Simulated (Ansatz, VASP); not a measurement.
**Li: VASP beside Ansatz**

Contents of INCAR:

```
SYSTEM = Li
PREC = Accurate
ENCUT = 600
EDIFF = 1E-6
ISMEAR = -1
SIGMA = 0.1
LREAL = .FALSE.
LASPH = .TRUE.
NELM = 60
ALGO = Normal
ISIF = 3
LWAVE = .FALSE.
LCHARG = .FALSE.
GGA = PE
IBRION = 2
NSW = 60
EDIFFG = -0.005
```

The input KPOINTS:

```
regular mesh
0
G
  16 16 15
  0 0 0
```

Contents of POSCAR:

```
Li
1.0
    2.9546830057      0.0000000000      0.0000000000
   -1.4773415028      2.5588305430      0.0000000000
    0.0000000000      0.0000000000      2.7774020253
Li
1
Direct
    0.0000000000      0.0000000000      0.0000000000
```

Input for Ansatz:

```yaml
crystal:
  lattice:
    - [2.9546830057, 0.0, 0.0]
    - [-1.4773415028, 2.558830543, 0.0]
    - [0.0, 0.0, 2.7774020253]
  atoms:
    - { symbol: Li, position: [0.0, 0.0, 0.0] }
kpoints:
  mp_grid: { grid: [16, 16, 15] }
scf:
  occupations: { method: fermi_dirac, width: 0.1 }
hamiltonian:
  xc: pbe
  pseudopotentials: { kind: paw }
output:
  forces: true
  stress: true
relax:
  f_tol: 0.005
  max_steps: 40
  cell: {}
```

Alike in both runs: task relaxation of cell and atoms; functional PBE; k mesh 16 × 16 × 15; occupations fermi-dirac, width 0.1 eV; no spin polarisation.

```csv
,VASP,Ansatz
version,VASP 6.6.1,Ansatz 0.2.0
potentials or method,"VASP PAW PBE potentials, release 64 (Li_sv)","PAW with Ansatz's default frozen-core files, scalar-relativistic"
plane-wave cutoff (eV),600,420
valence electrons in the cell,3,3
```

```csv
,VASP,Ansatz,Ansatz less VASP
relaxed volume (Å³/atom),20.06,20.29,+0.230
relaxed cell length with the largest relative difference (Å),2.702,2.713,+0.0111
```

Noted on VASP's run: the cutoff is short for stress, so the pressure is rough.
